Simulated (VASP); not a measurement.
# ZrCl5 (P6/mmm) in VASP: a series of runs

Runs on ZrCl5. Level: PBE. Tasks: single point, relaxation of cell and atoms.

Everything below comes from runs of VASP 6.6.1. Logs are shortened: lines on timing, memory, paths and dates and some standing lists are left out, and cuts for length are marked.

## (1) The cell of the first run

Symmetry: P6/mmm, No. 191, hexagonal system. The conventional cell has a = 4.914 Å, b = 4.914 Å, c = 6.224 Å, α = 90.00°, β = 90.00°, γ = 120.00°. Zr (site symmetry 6/mmm) has 8 Cl at 2.84 to 3.11 Å within 3.7 Å. Cl (site symmetry -6m2) has 8 Cl at 2.84 to 3.11 Å within 3.7 Å. Within 3.7 Å of Cl (site symmetry -6m2) lie 5 Cl at 2.84 to 3.11 Å and 3 Zr at 2.84 Å. Within 3.7 Å of Cl (site symmetry 6/mmm) lie 6 Cl at 2.84 Å and 2 Zr at 3.11 Å.

The cell was generated, and may not be a known phase.

## (2) Single point, PBE

Input file INCAR:

```
SYSTEM = ZrCl5
ALGO = Normal ; EDIFF = 1E-6
ENCUT = 520 ; GGA = PE
ISIF = 2 ; ISMEAR = 0
LASPH = .TRUE. ; LCHARG = .FALSE.
LREAL = .FALSE. ; LWAVE = .FALSE.
NBANDS = 32 ; NELM = 60
PREC = Accurate ; SIGMA = 0.1
```

Input file KPOINTS:

```
k-points
0
G
  6 6 4
  0 0 0
```

Input file POSCAR:

```
ZrCl5
1.0
    4.9138176225      0.0000000000      0.0000000000
   -2.4569088112      4.2554908906      0.0000000000
    0.0000000000      0.0000000000      6.2235162043
Zr Cl
1 5
Direct
    0.0000000000      0.0000000000      0.5000000000
    0.3333333333      0.6666666667      0.0000000000
    0.6666666667      0.3333333333      0.0000000000
    0.3333333333      0.6666666667      0.5000000000
    0.6666666667      0.3333333333      0.5000000000
    0.0000000000      0.0000000000      0.0000000000
```

Potentials or basis: VASP PAW PBE potentials, release 64 (Zr_sv, Cl).

Command:

```console
$ cat potpaw_PBE.64/Zr_sv/POTCAR potpaw_PBE.64/Cl/POTCAR > POTCAR
$ mpirun -np 1 vasp_std > vasp.out
```

OUTCAR:

```text
SYSTEM = ZrCl5
   EDIFF = 1E-6
   ENCUT = 520
   GGA = PE
   ISIF = 2
   ISMEAR = 0
   LASPH = .TRUE.
   LREAL = .FALSE.
   NELM = 60
   PREC = Accurate

 ion  position               nearest neighbor table
   1  0.000  0.000  0.500-   4 2.84   5 2.84   4 2.84   5 2.84   5 2.84   4 2.84   6 3.11   6 3.11

   2  0.333  0.667  0.000-
   3  0.667  0.333  0.000-
   4  0.333  0.667  0.500-   1 2.84   1 2.84   1 2.84
   5  0.667  0.333  0.500-   1 2.84   1 2.84   1 2.84
   6  0.000  0.000  0.000-   1 3.11   1 3.11

  LATTYP: Found a hexagonal cell.
 ALAT       =     4.9138176225
 C/A-ratio  =     1.2665338200

  Lattice vectors:

 A1 = (   4.9138176225,   0.0000000000,   0.0000000000)
 A2 = (  -2.4569088112,   4.2554908906,   0.0000000000)
 A3 = (   0.0000000000,   0.0000000000,   6.2235162043)

Analysis of symmetry for initial positions (statically):
=====================================================================
 Subroutine PRICEL returns:
 Original cell was already a primitive cell.

 Routine SETGRP: Setting up the symmetry group for a
 hexagonal supercell.

 Subroutine GETGRP returns: Found 24 space group operations
 (whereof 24 operations were pure point group operations)
 out of a pool of 24 trial point group operations.

The static configuration has the point symmetry D_6h.

Analysis of symmetry for dynamics (positions and initial velocities):
=====================================================================
 Subroutine PRICEL returns:
 Original cell was already a primitive cell.

 Routine SETGRP: Setting up the symmetry group for a
 hexagonal supercell.

 Subroutine GETGRP returns: Found 24 space group operations
 (whereof 24 operations were pure point group operations)
 out of a pool of 24 trial point group operations.

The dynamic configuration has the point symmetry D_6h.

 Subroutine INISYM returns: Found 24 space group operations
 (whereof 24 operations are pure point group operations),
 and found     1 'primitive' translations

----------------------------------------------------------------------------------------

                                     Primitive cell

  volume of cell :     130.1381

  direct lattice vectors                    reciprocal lattice vectors
     4.913817622  0.000000000  0.000000000     0.203507756  0.117495258  0.000000000
    -2.456908811  4.255490891  0.000000000     0.000000000  0.234990516  0.000000000
     0.000000000  0.000000000  6.223516204     0.000000000  0.000000000  0.160680870

  length of vectors
     4.913817622  4.913817622  6.223516204     0.234990516  0.234990516  0.160680870

  position of ions in fractional coordinates (direct lattice)
     0.000000000  0.000000000  0.500000000
     0.333333333  0.666666667  0.000000000
     0.666666667  0.333333333  0.000000000
     0.333333333  0.666666667  0.500000000
     0.666666667  0.333333333  0.500000000
     0.000000000  0.000000000  0.000000000

  ion indices of the primitive-cell ions
   primitive index   ion index
                 1           1
                 2           2
                 3           3
                 4           4
                 5           5
                 6           6

----------------------------------------------------------------------------------------

 KPOINTS: k-points

Automatic generation of k-mesh.
 Grid dimensions read from file:
 generate k-points for:    6    6    4

 Generating k-lattice:

  Cartesian coordinates                     Fractional coordinates (reciprocal lattice)
     0.033917959  0.019582543  0.000000000     0.166666667  0.000000000  0.000000000
     0.000000000  0.039165086  0.000000000     0.000000000  0.166666667  0.000000000
     0.000000000  0.000000000  0.040170218     0.000000000  0.000000000  0.250000000

  Length of vectors
     0.039165086  0.039165086  0.040170218

  Shift w.r.t. Gamma in fractional coordinates (k-lattice)
     0.000000000  0.000000000  0.000000000

 Subroutine IBZKPT returns following result:
 ===========================================

 Found     21 irreducible k-points:

 Following reciprocal coordinates:
            Coordinates               Weight
  0.000000  0.000000  0.000000      1.000000
  0.166667  0.000000  0.000000      6.000000
  0.333333  0.000000  0.000000      6.000000
  0.500000  0.000000  0.000000      3.000000
  0.166667  0.166667  0.000000      6.000000
  0.333333  0.166667  0.000000     12.000000
[... 13 lines left out ...]
  0.333333  0.166667  0.500000     12.000000
  0.333333  0.333333  0.500000      2.000000
   k-points           NKPTS =     21   k-points in BZ     NKDIM =     21   number of bands    NBANDS=     32
   number of dos      NEDOS =    301   number of ions     NIONS =      6
   total plane-waves  NPLWV =  76800
   dimension x,y,z NGX =    40 NGY =   40 NGZ =   48
   dimension x,y,z NGXF=    80 NGYF=   80 NGZF=   96
   ions per type =               1   5
   NGX,Y,Z   is equivalent  to a cutoff of  13.53, 13.53, 12.82 a.u.
   NGXF,Y,Z  is equivalent  to a cutoff of  27.07, 27.07, 25.64 a.u.
 SYSTEM =  ZrCl5
   PREC   = accura    normal or accurate (medium, high low for compatibility)
   ISTART =      0    job   : 0-new  1-cont  2-samecut
   ICHARG =      2    charge: 1-file 2-atom 10-const
   ISPIN  =      1    spin polarized calculation?
   LNONCOLLINEAR =      F non collinear calculations
   LSORBIT =      F    spin-orbit coupling
   LASPH  =      T    aspherical Exc in radial PAW
   ENCUT  =  520.0 eV  38.22 Ry    6.18 a.u.   9.14  9.14 11.57*2*pi/ulx,y,z
   NELM   =     60;   NELMIN=  2; NELMDL= -5     # of ELM steps
   EDIFF  = 0.1E-05   stopping-criterion for ELM
   LREAL  =      F    real-space projection
   EDIFFG = 0.1E-04   stopping-criterion for IOM
   NSW    =      0    number of steps for IOM
   IBRION =     -1    ionic relax: 0-MD 1-quasi-New 2-CG
   NFREE  =      0    steps in history (QN), initial steepest desc. (CG)
   ISIF   =      2    stress and relaxation
   ISYM   =      2    0-nonsym 1-usesym 2-fastsym
   POTIM  = 0.5000    time-step for ionic-motion
   TEBEG  =    0.0;   TEEND  =   0.0 temperature during run
   PSTRESS=    0.0 pullay stress
   NELECT =      47.0000    total number of electrons
   NUPDOWN=      -1.0000    fix difference up-down
   EMIN   =  10.00;   EMAX   =-10.00  energy-range for DOS
   EFERMI =   0.00;   METHOD = LEGACY
   ISMEAR =     0;   SIGMA  =   0.10  broadening in eV -4-tet -1-fermi 0-gaus
   EFERMI_NEDOS =   21; number of points for ismear=-14 and -15
   IALGO  =     38    algorithm
   IMIX   =      4    mixing-type and parameters
     AMIX     =   0.40;   BMIX     =  1.00
     AMIX_MAG =   1.60;   BMIX_MAG =  1.00
  volume/ion in A,a.u.               =      21.69       146.37
  Fermi-wavevector in a.u.,A,eV,Ry     =   1.165841  2.203120 18.492834  1.359185
  Thomas-Fermi vector in A             =   2.302362
   LORBIT       =      0    0 simple, 1 ext, 2 COOP (PROOUT), +10 PAW based schemes
   GGA     = PE    functional components
   LHFCALC =     F    Hartree Fock is set to
   AEXX    =    0.0000 exact exchange contribution
   IVDW    =     0    specifies the selected vdW correction
   LEPSILON=     F    determine dielectric tensor
   LRPA    =     F    only Hartree local field effects (RPA)
 non-spin polarized calculation
 Gauss-broadening in eV      SIGMA  =   0.10
  energy-cutoff  :      520.00
  volume of cell :      130.14
 maximum number of plane-waves:      3542
 NGX is ok and might be reduce to    40
   NGX = 19   NGY = 19   NGZ = 23

 number of electron      46.9999999 magnetization

 Free energy of the ion-electron system (eV)
  ---------------------------------------------------
  ext. energy  EPLUGINS =         0.00000000
  ---------------------------------------------------
  free energy    TOTEN  =       -19.15436490 eV

  energy without entropy =      -19.10570883  energy(sigma->0) =      -19.13003687

 E-fermi :   4.7430     XC(G=0):  -9.6264

 val. band max:        4.7377506919   @ k =   0.1667   0.0000   0.2500
 cond. band min:       4.7447769869   @ k =   0.3333   0.1667   0.5000
 fundamental gap:      0.0070262950
 Fermi energy:         4.7429755925

 k-point     1 :       0.0000    0.0000    0.0000
  band No.  band energies     occupation
      1     -46.6538      2.00000
      2     -24.5795      2.00000
      3     -24.5795      2.00000
      4     -24.5100      2.00000
      5     -12.4888      2.00000
      6     -11.3847      2.00000
[... 24 lines left out ...]
     31      11.3878      0.00000
     32      11.3878      0.00000

 k-point     2 :       0.1667    0.0000    0.0000
  band No.  band energies     occupation
      1     -46.6538      2.00000
      2     -24.5840      2.00000
      3     -24.5803      2.00000
      4     -24.5098      2.00000
      5     -12.3663      2.00000
      6     -11.2605      2.00000
[... 24 lines left out ...]
     31      11.4597      0.00000
     32      11.6243      0.00000

 k-point     3 :       0.3333    0.0000    0.0000
  band No.  band energies     occupation
      1     -46.6536      2.00000
      2     -24.5928      2.00000
      3     -24.5817      2.00000
      4     -24.5095      2.00000
      5     -12.0516      2.00000
      6     -11.0507      2.00000
[... 24 lines left out ...]
     31      11.0440      0.00000
     32      11.5568      0.00000

 k-point     4 :       0.5000    0.0000    0.0000
  band No.  band energies     occupation
      1     -46.6536      2.00000
      2     -24.5972      2.00000
      3     -24.5825      2.00000
      4     -24.5093      2.00000
      5     -11.7789      2.00000
      6     -11.3332      2.00000
[... 24 lines left out ...]
     31      10.5834      0.00000
     32      11.5857      0.00000

 k-point     5 :       0.1667    0.1667    0.0000
  band No.  band energies     occupation
      1     -46.6537      2.00000
      2     -24.5897      2.00000
      3     -24.5823      2.00000
      4     -24.5096      2.00000
      5     -12.1474      2.00000
      6     -11.0321      2.00000
[... 479 lines left out ...]
     31       9.5968      0.00000
     32      10.9879      0.00000

 k-point    19 :       0.1667    0.1667    0.5000
  band No.  band energies     occupation
      1     -46.6537      2.00000
      2     -24.5896      2.00000
      3     -24.5823      2.00000
      4     -24.5102      2.00000
      5     -12.1006      2.00000
      6     -11.0705      2.00000
[... 24 lines left out ...]
     31      10.0797      0.00000
     32      11.1376      0.00000

 k-point    20 :       0.3333    0.1667    0.5000
  band No.  band energies     occupation
      1     -46.6536      2.00000
      2     -24.5946      2.00000
      3     -24.5849      2.00000
      4     -24.5100      2.00000
      5     -11.7796      2.00000
      6     -11.2547      2.00000
[... 24 lines left out ...]
     31       9.5073      0.00000
     32      11.5066      0.00000

 k-point    21 :       0.3333    0.3333    0.5000
  band No.  band energies     occupation
      1     -46.6535      2.00000
      2     -24.5911      2.00000
      3     -24.5911      2.00000
      4     -24.5099      2.00000
      5     -11.5149      2.00000
      6     -11.5149      2.00000
[... 24 lines left out ...]
     31       9.2113      0.00000
     32      11.9926      0.00000

------------------------ aborting loop because EDIFF is reached ----------------------------------------

  FORCE on cell =-STRESS in cart. coord.  units (eV):
  Direction    XX          YY          ZZ          XY          YZ          ZX
  --------------------------------------------------------------------------------------
  -------------------------------------------------------------------------------------
  Total       -0.0281941     -0.0281941     -0.1647796     -0.0000000      0.0000000      0.0000000
  in kB       -0.3471077     -0.3471077     -2.0286607     -0.0000000      0.0000000      0.0000000
  external PRESSURE =      -0.9076253 kB  Pullay stress =       0.0000000 kB

 VOLUME and BASIS-vectors are now :
 -----------------------------------------------------------------------------
  energy-cutoff  :      520.00
  volume of cell :      130.14
      direct lattice vectors                 reciprocal lattice vectors
     4.913817622  0.000000000  0.000000000     0.203507756  0.117495258  0.000000000
    -2.456908811  4.255490891  0.000000000     0.000000000  0.234990516  0.000000000
     0.000000000  0.000000000  6.223516204     0.000000000  0.000000000  0.160680870

 POSITION                                       TOTAL-FORCE (eV/Angst)
 -----------------------------------------------------------------------------------
      0.00000      0.00000      3.11176         0.000000     -0.000000      0.000000
     -0.00000      2.83699      0.00000         0.000000      0.000000      0.000000
      2.45691      1.41850      0.00000        -0.000000     -0.000000     -0.000000
     -0.00000      2.83699      3.11176         0.000000      0.000000      0.000000
      2.45691      1.41850      3.11176        -0.000000     -0.000000     -0.000000
      0.00000      0.00000      0.00000         0.000000     -0.000000      0.000000
 -----------------------------------------------------------------------------------
    total drift:                                0.000000     -0.000000     -0.000000

  FREE ENERGIE OF THE ION-ELECTRON SYSTEM (eV)
  ---------------------------------------------------
  free  energy   TOTEN  =       -19.1543648957 eV

  energy  without entropy=      -19.1057088348  energy(sigma->0) =      -19.13003687
```

Wall time 3.3 min (1 thread of Intel Xeon 8259CL, shared host); peak memory 0.29 GiB.

Results:

```
Free energy            : -19.1544 eV
Pressure               : -0.1 GPa
Band gap on the k mesh : zero (an odd number of electrons rules out a gap without spin polarisation)
```

Caveat: an odd number of electrons without spin polarisation forces a metal; a magnetic or distorted state may lie lower.

(Part 1 of 2 ends here.)

The gap in the log of VASP goes by the Fermi energy; the results here count the filled bands.